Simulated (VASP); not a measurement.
# MgSn2O3 (P-4m2) in VASP: notebook

Runs on MgSn2O3. Level: PBE. Tasks: single point, relaxation of cell and atoms.

All numbers are computed with VASP 6.6.1; they aren't measurements. Logs are shortened: lines on timing, memory, paths and dates and some standing lists are left out, and cuts for length are marked.

**1. The cell of the first run**

The structure is tetragonal, space group P-4m2 (No. 115). The conventional cell has a = 3.516 Å, b = 3.516 Å, c = 9.023 Å, α = 90.00°, β = 90.00°, γ = 90.00°. Mg (site symmetry -4m2) has 4 O at 2.49 Å within 3.3 Å. Sn (site symmetry 2mm) has 4 O at 2.17 Å within 2.9 Å. O (site symmetry -4m2) has 4 Sn at 2.17 Å and 4 O at 2.49 Å within 2.9 Å. O (site symmetry -4m2) has 4 Sn at 2.17 Å and 4 O at 2.49 Å within 2.9 Å. O (site symmetry -4m2) has 4 Mg at 2.49 Å within 3.3 Å.

The cell was generated, and may not be a known phase.

**2. Single point, PBE**

File INCAR:

```
SYSTEM = MgSn2O3
PREC = Accurate
ENCUT = 520
EDIFF = 1E-6
ISMEAR = 0
SIGMA = 0.1
LREAL = .FALSE.
LASPH = .TRUE.
NELM = 80
ALGO = Normal
ISIF = 2
LWAVE = .FALSE.
LCHARG = .FALSE.
GGA = PE
NBANDS = 33
```

File KPOINTS:

```
regular mesh
0
G
  4 4 4
  0 0 0
```

File POSCAR:

```
MgSn2O3
1.0
    3.5159124465      0.0000000000      0.0000000000
    0.0000000000      3.5159124465      0.0000000000
    0.0000000000      0.0000000000      9.0234361055
Mg Sn O
1 2 3
Direct
    0.0000000000      0.0000000000      0.5000000000
    0.0000000000      0.5000000000      0.1415050043
    0.5000000000      0.0000000000      0.8584949957
    0.5000000000      0.5000000000      0.0000000000
    0.0000000000      0.0000000000      0.0000000000
    0.5000000000      0.5000000000      0.5000000000
```

Potentials or basis: VASP PAW PBE potentials, release 64 (Mg, Sn_d, O).

Started as:

```sh
cat potpaw_PBE.64/Mg/POTCAR potpaw_PBE.64/Sn_d/POTCAR potpaw_PBE.64/O/POTCAR > POTCAR
mpirun -np 1 vasp_std > vasp.out
```

OUTCAR:

```text
SYSTEM = MgSn2O3
   PREC = Accurate
   ENCUT = 520
   EDIFF = 1E-6
   ISMEAR = 0
   LREAL = .FALSE.
   LASPH = .TRUE.
   NELM = 80
   ISIF = 2
   GGA = PE

 ion  position               nearest neighbor table
   1  0.000  0.000  0.500-   6 2.49   6 2.49   6 2.49   6 2.49   3 3.68   3 3.68   2 3.68   2 3.68

   2  0.000  0.500  0.142-   4 2.17   5 2.17   5 2.17   4 2.17   3 3.56   3 3.56   3 3.56   3 3.56
                             1 3.68   1 3.68
   3  0.500  0.000  0.858-   4 2.17   5 2.17   4 2.17   5 2.17   2 3.56   2 3.56   2 3.56   2 3.56
                             1 3.68   1 3.68
   4  0.500  0.500  0.000-   2 2.17   3 2.17   3 2.17   2 2.17
   5  0.000  0.000  0.000-   2 2.17   3 2.17   2 2.17   3 2.17
   6  0.500  0.500  0.500-   1 2.49   1 2.49   1 2.49   1 2.49

  LATTYP: Found a simple tetragonal cell.
 ALAT       =     3.5159124465
 C/A-ratio  =     2.5664564300

  Lattice vectors:

 A1 = (   3.5159124465,   0.0000000000,   0.0000000000)
 A2 = (   0.0000000000,   3.5159124465,   0.0000000000)
 A3 = (   0.0000000000,   0.0000000000,   9.0234361055)

Analysis of symmetry for initial positions (statically):
=====================================================================
 Subroutine PRICEL returns:
 Original cell was already a primitive cell.

 Routine SETGRP: Setting up the symmetry group for a
 simple tetragonal supercell.

 Subroutine GETGRP returns: Found  8 space group operations
 (whereof  8 operations were pure point group operations)
 out of a pool of 16 trial point group operations.

The static configuration has the point symmetry D_2d.

Analysis of symmetry for dynamics (positions and initial velocities):
=====================================================================
 Subroutine PRICEL returns:
 Original cell was already a primitive cell.

 Routine SETGRP: Setting up the symmetry group for a
 simple tetragonal supercell.

 Subroutine GETGRP returns: Found  8 space group operations
 (whereof  8 operations were pure point group operations)
 out of a pool of 16 trial point group operations.

The dynamic configuration has the point symmetry D_2d.

 Subroutine INISYM returns: Found  8 space group operations
 (whereof  8 operations are pure point group operations),
 and found     1 'primitive' translations

----------------------------------------------------------------------------------------

                                     Primitive cell

  volume of cell :     111.5445

  direct lattice vectors                    reciprocal lattice vectors
     3.515912446  0.000000000  0.000000000     0.284421189  0.000000000  0.000000000
     0.000000000  3.515912446  0.000000000     0.000000000  0.284421189  0.000000000
     0.000000000  0.000000000  9.023436106     0.000000000  0.000000000  0.110822528

  length of vectors
     3.515912446  3.515912446  9.023436106     0.284421189  0.284421189  0.110822528

  position of ions in fractional coordinates (direct lattice)
     0.000000000  0.000000000  0.500000000
     0.000000000  0.500000000  0.141505004
     0.500000000  0.000000000  0.858494996
     0.500000000  0.500000000  0.000000000
     0.000000000  0.000000000  0.000000000
     0.500000000  0.500000000  0.500000000

  ion indices of the primitive-cell ions
   primitive index   ion index
                 1           1
                 2           2
                 3           3
                 4           4
                 5           5
                 6           6

----------------------------------------------------------------------------------------

 KPOINTS: regular mesh

Automatic generation of k-mesh.
 Grid dimensions read from file:
 generate k-points for:    4    4    4

 Generating k-lattice:

  Cartesian coordinates                     Fractional coordinates (reciprocal lattice)
     0.071105297  0.000000000  0.000000000     0.250000000  0.000000000  0.000000000
     0.000000000  0.071105297  0.000000000     0.000000000  0.250000000  0.000000000
     0.000000000  0.000000000  0.027705632     0.000000000  0.000000000  0.250000000

  Length of vectors
     0.071105297  0.071105297  0.027705632

  Shift w.r.t. Gamma in fractional coordinates (k-lattice)
     0.000000000  0.000000000  0.000000000

 Subroutine IBZKPT returns following result:
 ===========================================

 Found     18 irreducible k-points:

 Following reciprocal coordinates:
            Coordinates               Weight
  0.000000  0.000000  0.000000      1.000000
  0.250000  0.000000  0.000000      4.000000
  0.500000  0.000000  0.000000      2.000000
  0.250000  0.250000  0.000000      4.000000
  0.500000  0.250000  0.000000      4.000000
  0.500000  0.500000  0.000000      1.000000
[... 10 lines left out ...]
  0.500000  0.250000  0.500000      4.000000
  0.500000  0.500000  0.500000      1.000000
   k-points           NKPTS =     18   k-points in BZ     NKDIM =     18   number of bands    NBANDS=     33
   number of dos      NEDOS =    301   number of ions     NIONS =      6
   total plane-waves  NPLWV =  54880
   dimension x,y,z NGX =    28 NGY =   28 NGZ =   70
   dimension x,y,z NGXF=    56 NGYF=   56 NGZF=  140
   ions per type =               1   2   3
   NGX,Y,Z   is equivalent  to a cutoff of  13.24, 13.24, 12.90 a.u.
   NGXF,Y,Z  is equivalent  to a cutoff of  26.48, 26.48, 25.79 a.u.
 SYSTEM =  MgSn2O3
   PREC   = accura    normal or accurate (medium, high low for compatibility)
   ISTART =      0    job   : 0-new  1-cont  2-samecut
   ICHARG =      2    charge: 1-file 2-atom 10-const
   ISPIN  =      1    spin polarized calculation?
   LNONCOLLINEAR =      F non collinear calculations
   LSORBIT =      F    spin-orbit coupling
   LASPH  =      T    aspherical Exc in radial PAW
   ENCUT  =  520.0 eV  38.22 Ry    6.18 a.u.   6.54  6.54 16.78*2*pi/ulx,y,z
   NELM   =     80;   NELMIN=  2; NELMDL= -5     # of ELM steps
   EDIFF  = 0.1E-05   stopping-criterion for ELM
   LREAL  =      F    real-space projection
   EDIFFG = 0.1E-04   stopping-criterion for IOM
   NSW    =      0    number of steps for IOM
   IBRION =     -1    ionic relax: 0-MD 1-quasi-New 2-CG
   NFREE  =      0    steps in history (QN), initial steepest desc. (CG)
   ISIF   =      2    stress and relaxation
   ISYM   =      2    0-nonsym 1-usesym 2-fastsym
   POTIM  = 0.5000    time-step for ionic-motion
   TEBEG  =    0.0;   TEEND  =   0.0 temperature during run
   PSTRESS=    0.0 pullay stress
   NELECT =      48.0000    total number of electrons
   NUPDOWN=      -1.0000    fix difference up-down
   EMIN   =  10.00;   EMAX   =-10.00  energy-range for DOS
   EFERMI =   0.00;   METHOD = LEGACY
   ISMEAR =     0;   SIGMA  =   0.10  broadening in eV -4-tet -1-fermi 0-gaus
   EFERMI_NEDOS =   21; number of points for ismear=-14 and -15
   IALGO  =     38    algorithm
   IMIX   =      4    mixing-type and parameters
     AMIX     =   0.40;   BMIX     =  1.00
     AMIX_MAG =   1.60;   BMIX_MAG =  1.00
  volume/ion in A,a.u.               =      18.59       125.46
  Fermi-wavevector in a.u.,A,eV,Ry     =   1.235964  2.335634 20.784362  1.527608
  Thomas-Fermi vector in A             =   2.370592
   LORBIT       =      0    0 simple, 1 ext, 2 COOP (PROOUT), +10 PAW based schemes
   GGA     = PE    functional components
   LHFCALC =     F    Hartree Fock is set to
   AEXX    =    0.0000 exact exchange contribution
   IVDW    =     0    specifies the selected vdW correction
   LEPSILON=     F    determine dielectric tensor
   LRPA    =     F    only Hartree local field effects (RPA)
 non-spin polarized calculation
 Gauss-broadening in eV      SIGMA  =   0.10
  energy-cutoff  :      520.00
  volume of cell :      111.54
 maximum number of plane-waves:      3034
 NGX is ok and might be reduce to    28
   NGX = 13   NGY = 13   NGZ = 33

 number of electron      48.0000023 magnetization

 Free energy of the ion-electron system (eV)
  ---------------------------------------------------
  ext. energy  EPLUGINS =         0.00000000
  ---------------------------------------------------
  free energy    TOTEN  =       -30.78862061 eV

  energy without entropy =      -30.78862061  energy(sigma->0) =      -30.78862061

 E-fermi :   4.6143     XC(G=0):  -9.2697

 val. band max:        4.2007746367   @ k =   0.0000   0.0000   0.0000
 cond. band min:       5.0411590488   @ k =   0.0000   0.0000   0.0000
 fundamental gap:      0.8403844121
 Fermi energy:         4.6142957552

 k-point     1 :       0.0000    0.0000    0.0000
  band No.  band energies     occupation
      1     -17.4719      2.00000
      2     -17.0721      2.00000
      3     -16.9230      2.00000
      4     -16.9230      2.00000
      5     -16.9130      2.00000
      6     -16.8887      2.00000
[... 25 lines left out ...]
     32      11.3768      0.00000
     33      12.3908      0.00000

 k-point     2 :       0.2500    0.0000    0.0000
  band No.  band energies     occupation
      1     -17.4563      2.00000
      2     -17.1978      2.00000
      3     -17.0108      2.00000
      4     -16.9498      2.00000
      5     -16.9365      2.00000
      6     -16.9315      2.00000
[... 25 lines left out ...]
     32      11.6942      0.00000
     33      12.2594      0.00000

 k-point     3 :       0.5000    0.0000    0.0000
  band No.  band energies     occupation
      1     -17.4203      2.00000
      2     -17.4071      2.00000
      3     -16.9716      2.00000
      4     -16.9661      2.00000
      5     -16.9516      2.00000
      6     -16.9496      2.00000
[... 25 lines left out ...]
     32      11.6674      0.00000
     33      12.6143      0.00000

 k-point     4 :       0.2500    0.2500    0.0000
  band No.  band energies     occupation
      1     -17.4582      2.00000
      2     -17.3210      2.00000
      3     -16.9815      2.00000
      4     -16.9518      2.00000
      5     -16.9442      2.00000
      6     -16.9434      2.00000
[... 457 lines left out ...]
     32      12.0642      0.00000
     33      12.5540      0.00000

 k-point    17 :       0.5000    0.2500    0.5000
  band No.  band energies     occupation
      1     -17.4602      2.00000
      2     -17.4461      2.00000
      3     -16.9645      2.00000
      4     -16.9638      2.00000
      5     -16.9355      2.00000
      6     -16.9325      2.00000
[... 25 lines left out ...]
     32      11.2835      0.00000
     33      11.6571      0.00000

 k-point    18 :       0.5000    0.5000    0.5000
  band No.  band energies     occupation
      1     -17.5106      2.00000
      2     -17.4956      2.00000
      3     -16.9808      2.00000
      4     -16.9808      2.00000
      5     -16.8859      2.00000
      6     -16.8859      2.00000
[... 25 lines left out ...]
     32      11.2853      0.00000
     33      11.2853      0.00000

------------------------ aborting loop because EDIFF is reached ----------------------------------------

  FORCE on cell =-STRESS in cart. coord.  units (eV):
  Direction    XX          YY          ZZ          XY          YZ          ZX
  --------------------------------------------------------------------------------------
  -------------------------------------------------------------------------------------
  Total        0.0235816      0.0235816      0.2246400      0.0000000      0.0000000     -0.0000000
  in kB        0.3387156      0.3387156      3.2266330      0.0000000      0.0000000     -0.0000000
  external PRESSURE =       1.3013547 kB  Pullay stress =       0.0000000 kB

 VOLUME and BASIS-vectors are now :
 -----------------------------------------------------------------------------
  energy-cutoff  :      520.00
  volume of cell :      111.54
      direct lattice vectors                 reciprocal lattice vectors
     3.515912446  0.000000000  0.000000000     0.284421189  0.000000000  0.000000000
     0.000000000  3.515912446  0.000000000     0.000000000  0.284421189  0.000000000
     0.000000000  0.000000000  9.023436106     0.000000000  0.000000000  0.110822528

 POSITION                                       TOTAL-FORCE (eV/Angst)
 -----------------------------------------------------------------------------------
      0.00000      0.00000      4.51172         0.000000     -0.000000      0.000000
      0.00000      1.75796      1.27686         0.000000     -0.000000      0.099516
      1.75796      0.00000      7.74657         0.000000     -0.000000     -0.099516
      1.75796      1.75796      0.00000         0.000000     -0.000000      0.000000
      0.00000      0.00000      0.00000         0.000000     -0.000000      0.000000
      1.75796      1.75796      4.51172        -0.000000      0.000000      0.000000
 -----------------------------------------------------------------------------------
    total drift:                                0.000000      0.000000      0.000000

  FREE ENERGIE OF THE ION-ELECTRON SYSTEM (eV)
  ---------------------------------------------------
  free  energy   TOTEN  =       -30.7886206065 eV

  energy  without entropy=      -30.7886206064  energy(sigma->0) =      -30.78862061
```

Wall time 37 s (1 thread of AMD EPYC 9R45 (Zen 5), shared host); peak memory 0.22 GiB.

Results:

- Free energy: -30.7886 eV
- Pressure: 0.1 GPa
- Largest force: 0.100 eV/Å
- Band gap on the k mesh: 0.84 eV

Forces in eV/Å, atoms in the order of the input:
```
Mg   0.000  0.000  0.000
Sn   0.000  0.000  0.100
Sn   0.000  0.000 -0.100
O    0.000  0.000  0.000
O    0.000  0.000  0.000
O    0.000  0.000  0.000
```

Stress tensor (GPa, compression positive):
```
0.03 0.00 0.00
0.00 0.03 0.00
0.00 0.00 0.32
```

Levels at points of the mesh, in eV from the valence-band top:
| k point | band 22 | band 23 | band 24 | band 25 | band 26 | band 27 |
| --- | --- | --- | --- | --- | --- | --- |
| (0.00, 0.00, 0.00) | -0.84 | -0.84 | 0.00 | 0.84 | 3.79 | 5.01 |
| (0.50, 0.00, 0.00) | -1.58 | -0.69 | -0.61 | 1.15 | 2.09 | 4.66 |
| (0.50, 0.50, 0.00) | -1.32 | -1.32 | -0.45 | 1.03 | 2.06 | 3.18 |
| (0.00, 0.00, 0.50) | -0.88 | -0.84 | -0.84 | 1.80 | 3.50 | 4.30 |
| (0.50, 0.00, 0.50) | -1.80 | -0.69 | -0.34 | 1.31 | 1.87 | 4.71 |
| (0.50, 0.50, 0.50) | -1.27 | -1.27 | -0.54 | 1.39 | 2.17 | 2.38 |

Caveat: the k points lie up to 0.45 Å⁻¹ apart; spin-orbit coupling is left out, which moves the levels of the heavy elements.

**3. Single point, PBE**

This run uses another cell than the first one, of 19.04 Å³/atom.

File INCAR:

```
  ALGO = Normal
  EDIFF = 1E-6
  ENCUT = 520
  GGA = PE
  ISIF = 2
  ISMEAR = 0
  LASPH = T
  LCHARG = F
  LREAL = F
  LWAVE = F
  NBANDS = 33
  NELM = 60
  PREC = Accurate
  SIGMA = 0.1
```

File KPOINTS:

```
k-points
0
Gamma
  4 4 4
```

File POSCAR:

```
MgSn2O3
1.0
    4.3126122200      0.0000000000      0.0000000000
    0.0000000000      4.3126122200      0.0000000000
    0.0000000000      0.0000000000      6.1414808200
Mg Sn O
1 2 3
Direct
    0.0000000000      0.0000000000      0.5000000000
    0.0000000000      0.5000000000      0.2679100000
    0.5000000000      0.0000000000      0.7320900000
    0.5000000000      0.5000000000      0.0000000000
    0.0000000000      0.0000000000      0.0000000000
    0.5000000000      0.5000000000      0.5000000000
```

Potentials or basis: VASP PAW PBE potentials, release 64 (Mg, Sn_d, O).

Started as:

```sh
cat potpaw_PBE.64/Mg/POTCAR potpaw_PBE.64/Sn_d/POTCAR potpaw_PBE.64/O/POTCAR > POTCAR
mpirun -np 1 vasp_std > vasp.out
```

Run time: 34 s. Hardware: 1 thread of AMD EPYC 9R45 (Zen 5), shared host; peak memory 0.21 GiB.

The run converged. Its results:

* Free energy: -23.8704 eV
* Pressure: -6.6 GPa
* Largest force: 5.099 eV/Å
* Band gap on the k mesh: zero (bands 24 and 25 overlap by 0.19 eV)

Forces on the atoms (eV/Å):
```
Mg   0.000  0.000  0.000
Sn   0.000  0.000 -5.099
Sn   0.000  0.000  5.099
O    0.000  0.000  0.000
O    0.000  0.000  0.000
O    0.000  0.000  0.000
```

Stress tensor (GPa, compression positive):
```
-5.01  0.00  0.00
 0.00 -5.01  0.00
 0.00  0.00 -9.82
```

Levels at points of the mesh, in eV from the Fermi level:
| k point | band 21 | band 22 | band 23 | band 24 | band 25 | band 26 | band 27 | band 28 |
| --- | --- | --- | --- | --- | --- | --- | --- | --- |
| (0.00, 0.00, 0.00) | -0.50 | -0.30 | -0.27 | -0.27 | 0.87 | 2.24 | 2.24 | 3.62 |
| (0.50, 0.00, 0.00) | -1.33 | -0.78 | -0.25 | -0.18 | 0.50 | 1.82 | 2.70 | 3.97 |
| (0.50, 0.50, 0.00) | -0.31 | -0.31 | -0.13 | 0.06 | 0.06 | 2.37 | 2.75 | 3.45 |
| (0.00, 0.00, 0.50) | -0.98 | -0.81 | -0.24 | -0.24 | 2.08 | 2.17 | 2.21 | 2.21 |
| (0.50, 0.00, 0.50) | -1.62 | -0.88 | -0.59 | -0.05 | 0.52 | 1.66 | 2.63 | 4.07 |
| (0.50, 0.50, 0.50) | -0.24 | -0.14 | -0.14 | 0.15 | 0.15 | 0.27 | 3.94 | 3.94 |

Caveat: the k points lie up to 0.36 Å⁻¹ apart; semilocal functionals underestimate gaps, and a narrow one can read as zero; spin-orbit coupling is left out, which moves the levels of the heavy elements; forces of over 1 eV/Å act on the atoms, so gaps and moduli don't describe the material at rest.

(Part 1 of 2 ends here.)

The gap in the log of VASP goes by the Fermi energy; the results here count the filled bands.